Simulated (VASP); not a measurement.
Runs of VASP 6.6.1 on RbCl. The structure is that of space group Fm-3m (No. 225), or close to it. The cells are those of the table. 

```csv
level,cell,k mesh,cutoff (eV),smearing,grid for exact exchange (PRECFOCK),share of exact exchange,screening parameter,gap on the mesh (eV),pressure (GPa)
PBE,"a = 4.685, b = 4.685, c = 4.699 Å, angles 59.9, 59.9, 60.2°, 2 atoms",4 × 4 × 4,500,gaussian 0.01 eV,-,-,-,4.92,0.5
r2SCAN,"a = 4.710, b = 4.710, c = 4.675 Å, angles 60.2, 60.2, 59.5°, 2 atoms",6 × 6 × 6,550,gaussian 0.01 eV,-,-,-,(b),-0.2
HSE06,"a = 4.644 Å, angles 60.4°, 2 atoms",4 × 4 × 4,400,gaussian 0.01 eV,Normal,0.25,0.2079 1/Å,6.27,0.5
PBE,"a = 4.675 Å, angles 60.0°, 2 atoms",4 × 4 × 4,500,gaussian 0.01 eV,-,-,-,4.95,0.6
PBE,"a = 4.685, b = 4.685, c = 4.699 Å, angles 59.9, 59.9, 60.2°, 2 atoms",6 × 6 × 6,500,fermi-dirac 0.02 eV,-,-,-,4.92,0.5
r2SCAN,"a = 4.685, b = 4.685, c = 4.699 Å, angles 59.9, 59.9, 60.2°, 2 atoms",6 × 6 × 6,550,gaussian 0.01 eV,-,-,-,5.52,-0.1
r2SCAN,"a = 4.644 Å, angles 60.4°, 2 atoms",6 × 6 × 6,550,gaussian 0.01 eV,-,-,-,(c),0.2
r2SCAN,"a = 4.675 Å, angles 60.0°, 2 atoms",6 × 6 × 6,550,gaussian 0.01 eV,-,-,-,5.56,0.0
PBE,"a = 4.644 Å, angles 60.4°, 2 atoms",6 × 6 × 6,500,fermi-dirac 0.02 eV,-,-,-,4.98,0.8
PBE,"a = 4.675 Å, angles 60.0°, 2 atoms",6 × 6 × 6,500,fermi-dirac 0.02 eV,-,-,-,4.95,0.6
PBE,"a = 4.644 Å, angles 60.4°, 2 atoms",4 × 4 × 4,500,gaussian 0.01 eV,-,-,-,4.98,0.8
HSE06,"a = 4.675 Å, angles 60.0°, 2 atoms",4 × 4 × 4,400,gaussian 0.01 eV,Normal,0.25,0.2079 1/Å,(a),0.3
```

Alike in all rows: task single point; potentials or basis VASP PAW PBE potentials, release 64 (Rb_sv, Cl); no spin polarisation.

Estimate the missing entries.

(a) 6.25; (b) 5.50; (c) 5.58.

Caveats: the PAW data sets were made with another functional, which shifts forces and pressure a little (at least some runs).

A k mesh can miss the band edges, and the runs leave out spin-orbit coupling on Rb.
